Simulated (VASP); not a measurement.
Ta2H3, 5 atoms in the cell. The structure is tetragonal, space group P4/mmm (No. 123). Conventional cell: a = 3.870 Å, b = 3.870 Å, c = 3.372 Å, α = 90.00°, β = 90.00°, γ = 90.00°. Within 3.4 Å of Ta (site symmetry 4/mmm) lie 16 H at 2.57 to 3.21 Å and 6 Ta at 2.74 to 3.37 Å. Within 2.2 Å of Ta (site symmetry 4/mmm) lie 2 H at 1.69 Å. H (site symmetry mmm) has 2 H at 1.93 Å and 8 Ta at 2.57 Å within 2.6 Å. Within 2.2 Å of H (site symmetry 4/mmm) lie 2 Ta at 1.69 Å and 4 H at 1.93 Å. 

```yaml
Program: VASP 6.6.1
Task: relaxation of cell and atoms
Functional: PBE
Potentials_or_basis: VASP PAW PBE potentials, release 64 (Ta_pv, H)
Cutoff: 600 eV
k_mesh: 10 × 10 × 12
Occupations: gaussian, width 0.1 eV
Spin: no spin polarisation
Dipole_correction: no
Further_INCAR_settings: ALGO = Normal; EDIFF = 1e-06; IBRION = 2; EDIFFG = -0.01; NSW = 100; ISIF = 3
```

Potentials or basis: VASP PAW PBE potentials, release 64 (Ta_pv, H).

Run with:

```bash
$ cat potpaw_PBE.64/Ta_pv/POTCAR potpaw_PBE.64/H/POTCAR > POTCAR
$ mpirun -np 1 vasp_std > vasp.out
```

Hardware: 1 thread of Intel Xeon 8259CL (shared host).

Q: Estimate the wall time of this run.

A: It took 6.2 min on 1 thread of Intel Xeon 8259CL, on a shared host, peak memory 0.28 GiB. Counts: scf iterations 36, k points 147, ion steps 5.
